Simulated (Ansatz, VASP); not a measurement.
MgS: VASP beside Ansatz

Contents of INCAR:

```
ALGO     = Normal         # electronic algorithm
EDIFF    = 1E-6           # SCF threshold, eV
ENCUT    = 520            # plane-wave cutoff, eV
GGA      = PS             # functional
ISIF     = 2              # what is computed and relaxed
ISMEAR   = -1             # smearing method
LASPH    = True           # aspherical terms in the spheres
LCHARG   = False          # write CHGCAR
LREAL    = False          # projectors in reciprocal space
LWAVE    = False          # write WAVECAR
NBANDS   = 11             # bands
NELM     = 60             # most SCF steps
PREC     = Accurate       # precision mode
SIGMA    = 0.05           # smearing width, eV
```

The input KPOINTS:

```
k-points
0
Gamma
  9 9 9
```

POSCAR

```
MgS
1.0
    0.0000000000      2.6016500000      2.7057160000
    2.6016500000      0.0000000000      2.7057160000
    2.6016500000      2.6016500000      0.0000000000
S Mg
1 1
Direct
    0.5000000000      0.5000000000      0.5000000000
    0.0000000000      0.0000000000      0.0000000000
```

File input.yaml:

```yaml
crystal:
  lattice:
    - [0.0, 2.60165, 2.705716]
    - [2.60165, 0.0, 2.705716]
    - [2.60165, 2.60165, 0.0]
  atoms:
    - { symbol: S, position: [0.5, 0.5, 0.5] }
    - { symbol: Mg, position: [0.0, 0.0, 0.0] }
kpoints:
  mp_grid: { grid: [9, 9, 9] }
  band_path:
    path:
      - [0.0, 0.0, 0.0]
      - [0.0, 0.5, 0.5]
      - [-0.2311390533, 0.5, 0.2688609467]
      - [-0.3655695266, 0.3655695266, 0.0]
      - [0.0, 0.0, 0.0]
      - [0.5, 0.5, 0.0]
      - [0.3655695266, 0.6344304734, 0.0]
      - [0.0, 0.5, 0.0]
    npoints: 6
scf:
  occupations: { method: fermi_dirac, width: 0.05 }
hamiltonian:
  xc: pbesol
  pseudopotentials: { kind: all_electron, lapw: { basis_error: 0.001 } }
output:
  forces: true
  stress: true
  eigenvalues: true
```

Change from the starting cell: strain_z = 0.04.

Alike in both runs: functional PBEsol; k mesh 9 × 9 × 9; occupations fermi-dirac, width 0.05 eV; no spin polarisation.

|  | VASP | Ansatz |
| --- | --- | --- |
| version | VASP 6.6.1 | Ansatz 0.2.0 |
| potentials or method | VASP PAW PBE potentials, release 64 (S, Mg), cutoff 520 eV | all-electron LAPW, scalar-relativistic |
| task | single point | band structure |

```tsv
	VASP	Ansatz	Ansatz less VASP
gap on the k mesh at the Fermi level (eV)	2.61	2.61	+0.001
least direct gap on the mesh (eV)	3.19	3.20	+0.002
pressure (GPa)	-3.6	-3.4	+0.19
traceless stress, the component that is largest in VASP (GPa)	-2.03	-2.05	-0.011
```

VASP's potentials were made for PBE, not for PBEsol. Ansatz ran all-electron here, and VASP with PAW potentials.
